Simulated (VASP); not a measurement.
Set up this calculation in VASP 6.6.1, as the native input.

| Item | Value |
| --- | --- |
| Task | single point |
| Functional | PBE |
| Potentials or basis | VASP PAW PBE potentials, release 64 (Cd, Te) |
| Cutoff | 520 eV |
| k mesh | 9 × 9 × 6 |
| Occupations | fermi-dirac, width 0.05 eV |
| Spin | no spin polarisation |
| Dipole correction | no |
| Further INCAR settings | ALGO = Normal; EDIFF = 1e-07; NBANDS = 26 |

The structure of CdTe lies in POSCAR:

```
CdTe
1.0
    3.0238630702     -3.0527848324      0.0000000000
    3.0238630702      3.0527848324      0.0000000000
    0.0000000000      0.0000000000      6.0083358012
Cd Te
2 2
Direct
    0.2770300000      0.7229700000      0.7500000000
    0.7229700000      0.2770300000      0.2500000000
    0.7661370000      0.2338630000      0.7500000000
    0.2338630000      0.7661370000      0.2500000000
```

This cell differs from its parent crystal: volume scaled by 0.96.

One way to write it, as run:

INCAR

```
PREC = Accurate
ENCUT = 520
EDIFF = 1E-7
ISMEAR = -1
SIGMA = 0.05
LREAL = F
LASPH = T
NELM = 60
ALGO = Normal
ISIF = 2
LWAVE = F
LCHARG = F
GGA = PE
NBANDS = 26
```

KPOINTS

```
Automatic mesh
0
Gamma
  9 9 6
```

Potentials or basis: VASP PAW PBE potentials, release 64 (Cd, Te).

Command:

```bash
$ cat potpaw_PBE.64/Cd/POTCAR potpaw_PBE.64/Te/POTCAR > POTCAR
$ mpirun -np 1 vasp_std > vasp.out
```

It gave:

```
Pressure               : 2.0 GPa
Largest force          : 0.065 eV/Å
Band gap on the k mesh : zero (band 18 reaches 4.27 eV, above the bottom of band 19 at 3.07 eV)
```

Caveat: spin-orbit coupling is left out, which moves the levels of the heavy elements.

Run time: 2.6 min on 1 thread of Intel Xeon 6975P-C, on a shared host, peak memory 0.39 GiB.
